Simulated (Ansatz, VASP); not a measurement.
**Two plane-wave programs on BaZrO3**

```
CELL_PARAMETERS angstrom
4.03714 0.00000 0.00000
0.00000 4.03714 0.00000
0.00000 0.00000 4.03714
ATOMIC_POSITIONS crystal
Ba 0.00000 0.00000 0.00000
Zr 0.50000 0.50000 0.50000
O 0.50000 0.50000 0.00000
O 0.50000 0.00000 0.50000
O 0.00000 0.50000 0.50000
```

Change from the starting cell: hydrostatic strain -4.0%.

Alike in both runs: task single point; functional r2SCAN; k mesh 6 × 6 × 6; non-collinear spin, spin-orbit coupling.

|  | VASP | Ansatz |
| --- | --- | --- |
| version | VASP 6.6.1 | Ansatz 0.2.0 |
| potentials or method | VASP PAW PBE potentials, release 64 (Ba_sv, Zr_sv, O) | plane waves, PAW |
| plane-wave cutoff (eV) | 520 | 500 |
| occupations | gaussian, width 0.01 eV | fixed |
| valence electrons in the cell | 40 | 40 |

|  | VASP | Ansatz | Ansatz less VASP |
| --- | --- | --- | --- |
| pressure (GPa) | 27.8 | 26.0 | -1.73 |
| net moment per atom (μB) | 0.00 | 0.00 | 0.000 |

VASP's potentials were made for PBE, not for r2SCAN.
